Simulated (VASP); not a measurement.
# Al (Pm-3m) in VASP: further runs

The runs below take Al through single point, relaxation of cell and atoms, with PBEsol.

Everything below comes from runs of VASP 6.6.1. Logs are shortened: lines on timing, memory, paths and dates and some standing lists are left out, and cuts for length are marked.

## Step 1: The cell of the first run

It takes space group Pm-3m (No. 221, cubic). Conventional cell: a = 2.701 Å, b = 2.701 Å, c = 2.701 Å, α = 90.00°, β = 90.00°, γ = 90.00°. Within 3.6 Å of Al (site symmetry m-3m) lie 6 Al at 2.70 Å.

## Step 2: Single point, PBEsol

The input, INCAR:

```
ALGO = Normal ; EDIFF = 1E-6
ENCUT = 520 ; GGA = PS
ISIF = 2 ; ISMEAR = -1
LASPH = T ; LCHARG = F
LREAL = F ; LWAVE = F
NBANDS = 8 ; NELM = 80
PREC = Accurate ; SIGMA = 0.1
```

The input, KPOINTS:

```
k-points
0
Gamma
  13 13 13
```

The input, POSCAR:

```
Al
1.0
    2.7009579765      0.0000000000      0.0000000000
    0.0000000000      2.7009579765      0.0000000000
    0.0000000000      0.0000000000      2.7009579765
Al
1
Direct
    0.0000000000      0.0000000000      0.0000000000
```

Potentials or basis: VASP PAW PBE potentials, release 64 (Al).

On the command line:

```sh
$ cat potpaw_PBE.64/Al/POTCAR > POTCAR
$ mpirun -np 1 vasp_std > vasp.out
```

OUTCAR:

```text
EDIFF = 1E-6
   ENCUT = 520
   GGA = PS
   ISIF = 2
   ISMEAR = -1
   LASPH = T
   LREAL = F
   NELM = 80
   PREC = Accurate

 ion  position               nearest neighbor table
   1  0.000  0.000  0.000-

  LATTYP: Found a simple cubic cell.
 ALAT       =     2.7009579765

  Lattice vectors:

 A1 = (   2.7009579765,   0.0000000000,   0.0000000000)
 A2 = (   0.0000000000,   2.7009579765,   0.0000000000)
 A3 = (   0.0000000000,   0.0000000000,   2.7009579765)

Analysis of symmetry for initial positions (statically):
=====================================================================
 Subroutine PRICEL returns:
 Original cell was already a primitive cell.

 Routine SETGRP: Setting up the symmetry group for a
 simple cubic supercell.

 Subroutine GETGRP returns: Found 48 space group operations
 (whereof 48 operations were pure point group operations)
 out of a pool of 48 trial point group operations.

The static configuration has the point symmetry O_h .

Analysis of symmetry for dynamics (positions and initial velocities):
=====================================================================
 Subroutine PRICEL returns:
 Original cell was already a primitive cell.

 Routine SETGRP: Setting up the symmetry group for a
 simple cubic supercell.

 Subroutine GETGRP returns: Found 48 space group operations
 (whereof 48 operations were pure point group operations)
 out of a pool of 48 trial point group operations.

The dynamic configuration has the point symmetry O_h .

 Subroutine INISYM returns: Found 48 space group operations
 (whereof 48 operations are pure point group operations),
 and found     1 'primitive' translations

----------------------------------------------------------------------------------------

                                     Primitive cell

  volume of cell :      19.7040

  direct lattice vectors                    reciprocal lattice vectors
     2.700957976  0.000000000  0.000000000     0.370239007  0.000000000  0.000000000
     0.000000000  2.700957976  0.000000000     0.000000000  0.370239007  0.000000000
     0.000000000  0.000000000  2.700957976     0.000000000  0.000000000  0.370239007

  length of vectors
     2.700957976  2.700957976  2.700957976     0.370239007  0.370239007  0.370239007

  position of ions in fractional coordinates (direct lattice)
     0.000000000  0.000000000  0.000000000

  ion indices of the primitive-cell ions
   primitive index   ion index
                 1           1

----------------------------------------------------------------------------------------

 KPOINTS: k-points

Automatic generation of k-mesh.
 Grid dimensions read from file:
 generate k-points for:   13   13   13

 Generating k-lattice:

  Cartesian coordinates                     Fractional coordinates (reciprocal lattice)
     0.028479924  0.000000000  0.000000000     0.076923077  0.000000000  0.000000000
     0.000000000  0.028479924  0.000000000     0.000000000  0.076923077  0.000000000
     0.000000000  0.000000000  0.028479924     0.000000000  0.000000000  0.076923077

  Length of vectors
     0.028479924  0.028479924  0.028479924

  Shift w.r.t. Gamma in fractional coordinates (k-lattice)
     0.000000000  0.000000000  0.000000000

 Subroutine IBZKPT returns following result:
 ===========================================

 Found     84 irreducible k-points:

 Following reciprocal coordinates:
            Coordinates               Weight
  0.000000  0.000000  0.000000      1.000000
  0.076923  0.000000  0.000000      6.000000
  0.153846  0.000000  0.000000      6.000000
  0.230769  0.000000  0.000000      6.000000
  0.307692  0.000000  0.000000      6.000000
  0.384615  0.000000  0.000000      6.000000
[... 16 lines left out ...]
  0.307692  0.307692  0.000000     12.000000
  0.384615  0.307692  0.000000     24.000000
 [... further k-points ...]
   k-points           NKPTS =     84   k-points in BZ     NKDIM =     84   number of bands    NBANDS=      8
   number of dos      NEDOS =    301   number of ions     NIONS =      1
   total plane-waves  NPLWV =   8000
   dimension x,y,z NGX =    20 NGY =   20 NGZ =   20
   dimension x,y,z NGXF=    40 NGYF=   40 NGZF=   40
   ions per type =               1
   NGX,Y,Z   is equivalent  to a cutoff of  12.31, 12.31, 12.31 a.u.
   NGXF,Y,Z  is equivalent  to a cutoff of  24.62, 24.62, 24.62 a.u.
 SYSTEM =  unknown system
   PREC   = accura    normal or accurate (medium, high low for compatibility)
   ISTART =      0    job   : 0-new  1-cont  2-samecut
   ICHARG =      2    charge: 1-file 2-atom 10-const
   ISPIN  =      1    spin polarized calculation?
   LNONCOLLINEAR =      F non collinear calculations
   LSORBIT =      F    spin-orbit coupling
   LASPH  =      T    aspherical Exc in radial PAW
   ENCUT  =  520.0 eV  38.22 Ry    6.18 a.u.   5.02  5.02  5.02*2*pi/ulx,y,z
   NELM   =     80;   NELMIN=  2; NELMDL= -5     # of ELM steps
   EDIFF  = 0.1E-05   stopping-criterion for ELM
   LREAL  =      F    real-space projection
   EDIFFG = 0.1E-04   stopping-criterion for IOM
   NSW    =      0    number of steps for IOM
   IBRION =     -1    ionic relax: 0-MD 1-quasi-New 2-CG
   NFREE  =      0    steps in history (QN), initial steepest desc. (CG)
   ISIF   =      2    stress and relaxation
   ISYM   =      2    0-nonsym 1-usesym 2-fastsym
   POTIM  = 0.5000    time-step for ionic-motion
   TEBEG  =    0.0;   TEEND  =   0.0 temperature during run
   PSTRESS=    0.0 pullay stress
   NELECT =       3.0000    total number of electrons
   NUPDOWN=      -1.0000    fix difference up-down
   EMIN   =  10.00;   EMAX   =-10.00  energy-range for DOS
   EFERMI =   0.00;   METHOD = LEGACY
   ISMEAR =    -1;   SIGMA  =   0.10  broadening in eV -4-tet -1-fermi 0-gaus
   EFERMI_NEDOS =   21; number of points for ismear=-14 and -15
   IALGO  =     38    algorithm
   IMIX   =      4    mixing-type and parameters
     AMIX     =   0.40;   BMIX     =  1.00
     AMIX_MAG =   1.60;   BMIX_MAG =  1.00
  volume/ion in A,a.u.               =      19.70       132.97
  Fermi-wavevector in a.u.,A,eV,Ry     =   0.874173  1.651948 10.397280  0.764179
  Thomas-Fermi vector in A             =   1.993667
   LORBIT       =      0    0 simple, 1 ext, 2 COOP (PROOUT), +10 PAW based schemes
   GGA     = PS    functional components
   LHFCALC =     F    Hartree Fock is set to
   AEXX    =    0.0000 exact exchange contribution
   IVDW    =     0    specifies the selected vdW correction
   LEPSILON=     F    determine dielectric tensor
   LRPA    =     F    only Hartree local field effects (RPA)
 non-spin polarized calculation
  energy-cutoff  :      520.00
  volume of cell :       19.70
 maximum number of plane-waves:       540
   NGX = 11   NGY = 11   NGZ = 11

 number of electron       3.0000000 magnetization

 Free energy of the ion-electron system (eV)
  ---------------------------------------------------
  ext. energy  EPLUGINS =         0.00000000
  ---------------------------------------------------
  free energy    TOTEN  =        -3.69222318 eV

  energy without entropy =       -3.67392996  energy(sigma->0) =       -3.68307657

 E-fermi :   5.7989     XC(G=0):  -9.5709

 val. band max:        5.7408105863   @ k =   0.3846   0.3846   0.0000
 cond. band min:       5.8159374862   @ k =   0.4615   0.3846   0.3846
 fundamental gap:      0.0751268999
 Fermi energy:         5.7988892703

 k-point     1 :       0.0000    0.0000    0.0000
  band No.  band energies     occupation
      1      -3.8760      2.00000
      2      13.8478      0.00000
      3      13.8478      0.00000
      4      15.0886      0.00000
      5      15.0886      0.00000
      6      15.0886      0.00000
      7      21.4054      0.00000
      8      30.0130      0.00000

 k-point     2 :       0.0769    0.0000    0.0000
  band No.  band energies     occupation
      1      -3.7572      2.00000
      2      12.0645      0.00000
      3      13.9476      0.00000
      4      15.1881      0.00000
      5      15.1881      0.00000
      6      16.6326      0.00000
      7      21.9072      0.00000
      8      29.0720      0.00000

 k-point     3 :       0.1538    0.0000    0.0000
  band No.  band energies     occupation
      1      -3.4018      2.00000
      2       9.7779      0.00000
      3      14.2418      0.00000
      4      15.4863      0.00000
      5      15.4863      0.00000
      6      18.1646      0.00000
      7      23.4169      0.00000
      8      27.2171      0.00000

 k-point     4 :       0.2308    0.0000    0.0000
  band No.  band energies     occupation
      1      -2.8126      2.00000
      2       7.5667      0.00000
      3      14.7111      0.00000
      4      15.9821      0.00000
      5      15.9821      0.00000
      6      19.3089      0.00000
      7      25.2516      0.00000
      8      25.2516      0.00000

 k-point     5 :       0.3077    0.0000    0.0000
  band No.  band energies     occupation
      1      -1.9950      2.00000
      2       5.5047      1.89972
      3      15.3107      0.00000
      4      16.6711      0.00000
      5      16.6711      0.00000
      6      20.3334      0.00000
      7      23.3978      0.00000
      8      23.3978      0.00000
[... 177 lines left out ...]
 k-point    22 :       0.4615    0.2308    0.0000
  band No.  band energies     occupation
      1       1.2611      2.00000
      2       3.0244      2.00000
      3      11.3038      0.00000
      4      13.6316      0.00000
      5      19.2976      0.00000
      6      21.2570      0.00000
      7      21.3891      0.00000
      8      23.8210      0.00000

 k-point    23 :       0.3077    0.3077    0.0000
  band No.  band energies     occupation
      1      -0.1330      2.00000
      2       6.6067      0.00062
      3       8.0689      0.00000
      4      14.6267      0.00000
      5      18.2167      0.00000
      6      20.4990      0.00000
      7      24.1641      0.00000
      8      25.5571      0.00000

 k-point    24 :       0.3846    0.3077    0.0000
  band No.  band energies     occupation
      1       0.8900      2.00000
      2       5.2980      1.98673
      3       8.4613      0.00000
      4      12.9262      0.00000
      5      19.0542      0.00000
      6      21.4116      0.00000
      7      23.0509      0.00000
      8      25.6850      0.00000

 [... further k-points ...]
[... 5 lines left out ...]
  --------------------------------------------------------------------------------------
  -------------------------------------------------------------------------------------
  Total        0.0093945      0.0093945      0.0093945      0.0000000     -0.0000000      0.0000000
  in kB        0.7638928      0.7638928      0.7638928      0.0000000     -0.0000000      0.0000000
  external PRESSURE =       0.7638928 kB  Pullay stress =       0.0000000 kB

 VOLUME and BASIS-vectors are now :
 -----------------------------------------------------------------------------
  energy-cutoff  :      520.00
  volume of cell :       19.70
      direct lattice vectors                 reciprocal lattice vectors
     2.700957976  0.000000000  0.000000000     0.370239007  0.000000000  0.000000000
     0.000000000  2.700957976  0.000000000     0.000000000  0.370239007  0.000000000
     0.000000000  0.000000000  2.700957976     0.000000000  0.000000000  0.370239007

 POSITION                                       TOTAL-FORCE (eV/Angst)
 -----------------------------------------------------------------------------------
      0.00000      0.00000      0.00000         0.000000      0.000000      0.000000
 -----------------------------------------------------------------------------------
    total drift:                                0.000000     -0.000000      0.000000

  FREE ENERGIE OF THE ION-ELECTRON SYSTEM (eV)
  ---------------------------------------------------
  free  energy   TOTEN  =        -3.6922231837 eV

  energy  without entropy=       -3.6739299576  energy(sigma->0) =       -3.68307657
```

Run time: 4.9 s. Hardware: 1 thread of Intel Xeon 6975P-C, shared host; peak memory 0.12 GiB.

Results:

```yaml
Free_energy: -3.6922 eV
Pressure: 0.1 GPa
```

Levels at points of the mesh, in eV from the Fermi level:
```csv
k point,band 1,band 2,band 3,band 4,band 5,band 6
"(0.00, 0.00, 0.00)",-9.67,8.05,8.05,9.29,9.29,9.29
```

Caveat: the PAW data sets were made with another functional, which shifts forces and pressure a little.

(Part 1 of 2 ends here.)
